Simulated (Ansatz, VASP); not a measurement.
**One calculation of LuHg, two programs**

```xyz
2
Lattice="3.6309 0.0000 0.0000 0.0000 3.6309 0.0000 0.0000 0.0000 3.6309" Properties=species:S:1:pos:R:3 pbc="T T T"
Lu    1.8154    1.8154    1.8154
Hg    0.0000    0.0000    0.0000
```

Change from the starting cell: volume scaled by 1.02.

Alike in both runs: task single point; functional LDA; k mesh 10 × 10 × 10; occupations fermi-dirac, width 0.05 eV; no spin polarisation.

|  | VASP | Ansatz |
| --- | --- | --- |
| version | VASP 6.6.1 | Ansatz 0.2.0 |
| potentials or method | VASP PAW PBE potentials, release 64 (Lu, Hg), cutoff 520 eV | all-electron LAPW, scalar-relativistic |

```tsv
	VASP	Ansatz	Ansatz less VASP
pressure (GPa)	-5.0	-5.5	-0.48
```

VASP's potentials were made for PBE, not for LDA. LDA's correlation is that of Perdew and Zunger in VASP and of Perdew and Wang (1992) in Ansatz. Ansatz ran all-electron here, and VASP with PAW potentials.

Spin-orbit coupling is off throughout.
